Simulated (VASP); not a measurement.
Crystal: PtS2.

```
Pt S
1.0
     3.54320    0.00000    0.00000
    -1.77160    3.06850    0.00000
     0.00000    0.00000    5.03880
Pt S
1 2
Direct
  0.00000 0.00000 0.00000
  0.33333 0.66667 0.25000
  0.66667 0.33333 0.75000
```

```yaml
Program: VASP 6.6.1
Task: relaxation of cell and atoms
Functional: PBE
Dispersion: D3(BJ)
Potentials_or_basis: VASP PAW PBE potentials, release 64 (Pt, S)
Cutoff: 600 eV
k_mesh: 12 × 12 × 8
Occupations: gaussian, width 0.02 eV
Spin: no spin polarisation
```

At the start: pressure -1.9 GPa; volume 18.26 Å³/atom.

Task: Where does the relaxation end?

Result: Over 17 steps the energy falls by 10.7 meV/atom and the volume is 17.29 Å³/atom (-5.3 %); space group P-3m1 (No. 164, to 0.1 Å) before and after.

Step by step:
```csv
step,energy change (eV),largest force (eV/Å),pressure (GPa),volume (Å³)
1,0.0000,0.3421,-1.86,54.78
2,-0.0043,0.2967,3.32,53.11
3,-0.0115,0.0067,0.94,53.84
4,-0.0206,0.0748,0.09,54.02
5,-0.0216,0.1069,-0.32,54.10
6,-0.0233,0.1174,-0.17,53.85
7,-0.0272,0.1477,0.30,53.10
8,-0.0288,0.2075,1.45,51.60
9,-0.0293,0.1927,1.15,52.01
10,-0.0299,0.1730,0.98,51.98
11,-0.0312,0.1134,0.50,51.89
12,-0.0312,0.0018,-0.40,51.71
13,-0.0317,0.0523,0.03,51.80
14,-0.0317,0.0478,0.02,51.80
15,-0.0320,0.0347,0.00,51.82
16,-0.0322,0.0090,0.00,51.86
17,-0.0322,0.0019,-0.03,51.88
```

Final structure:
```
Pt S
1.0
     3.57879    0.00000    0.00000
    -1.78940    3.09933    0.00000
     0.00000    0.00000    4.67738
Pt S
1 2
Direct
  0.00000 0.00000 0.00000
  0.33333 0.66667 0.25780
  0.66667 0.33333 0.74220
```
